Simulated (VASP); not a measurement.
**AlN: single point with PBEsol**

Crystal: AlN.

```xyz
8
Lattice="4.3771 0.0000 0.0000 0.0000 -4.3771 0.0000 0.0000 0.0000 -4.3771" Properties=species:S:1:pos:R:3 pbc="T T T"
Al   -0.3564    0.1260    0.3564
Al    2.1886   -2.1886    0.0000
Al    2.1886    0.0000   -2.1886
Al    0.0000   -2.1886   -2.1886
N     3.2829   -3.2829   -3.2829
N     1.0943   -1.0943   -3.2829
N     1.0943   -3.2829   -1.0943
N     3.2829   -1.0943   -1.0943
```

This cell differs from its parent crystal: atom 1 (Al) moved by -0.504 Å along [1 1 0] and +0.126 Å along [0 0 1].

```
Program             : VASP 6.6.1
Task                : single point
Functional          : PBEsol
Potentials or basis : VASP PAW PBE potentials, release 64 (Al, N)
Cutoff              : 520 eV
k mesh              : 6 × 6 × 6
Occupations         : gaussian, width 0.05 eV
Spin                : no spin polarisation
```

```yaml
Pressure: 15.2 GPa
Largest_force: 25.025 eV/Å
Band_gap_on_the_k_mesh: 1.25 eV (least direct gap 1.35 eV)
```

Forces on the atoms (eV/Å):
```
Al   14.140 -15.045 -14.140
Al   -1.534   0.497  -1.052
Al   -1.836  -0.245   1.836
Al    1.052   0.497   1.534
N   -10.371  13.160  10.371
N    -0.797   0.563   0.171
N    -0.484   0.010   0.484
N    -0.171   0.563   0.797
```

Stress tensor (GPa, compression positive):
```
 10.89 -17.70 -14.98
-17.70  23.85  17.70
-14.98  17.70  10.89
```

Levels at points of the mesh, in eV from the valence-band top:
| k point | band 12 | band 13 | band 14 | band 15 | band 16 | band 17 | band 18 | band 19 | band 20 | band 21 |
| --- | --- | --- | --- | --- | --- | --- | --- | --- | --- | --- |
| (0.00, 0.00, 0.00) | -2.14 | -2.08 | -0.69 | -0.45 | -0.09 | 1.25 | 2.39 | 2.64 | 4.15 | 7.27 |
| (0.50, 0.00, 0.00) | -2.84 | -2.31 | -2.13 | -1.16 | -0.71 | 3.95 | 4.80 | 5.16 | 6.42 | 8.54 |
| (0.00, 0.50, 0.00) | -2.47 | -1.79 | -1.50 | -1.39 | -1.19 | 3.54 | 4.92 | 5.16 | 6.47 | 8.64 |
| (0.50, 0.50, 0.00) | -2.50 | -2.04 | -1.75 | -0.83 | -0.21 | 5.42 | 6.69 | 6.73 | 7.64 | 7.68 |
| (0.50, 0.00, 0.50) | -2.16 | -1.52 | -1.31 | -1.16 | -0.56 | 5.64 | 6.49 | 6.80 | 7.69 | 8.00 |
| (0.50, 0.50, 0.50) | -1.26 | -0.83 | -0.72 | -0.47 | 0.00 | 5.40 | 6.16 | 6.41 | 6.65 | 7.65 |

Run time: 88 s on 1 thread of AMD EPYC 9R45 96-Core Processor (Zen 5), on a shared host, peak memory 0.23 GiB.

Caveat: the cell differs from its parent crystal (atom 1 (Al) moved by -0.504 Å along [1 1 0] and +0.126 Å along [0 0 1]); the cell stands under pressure; the PAW data sets were made with another functional, which shifts forces and pressure a little. A k mesh can miss the band edges.
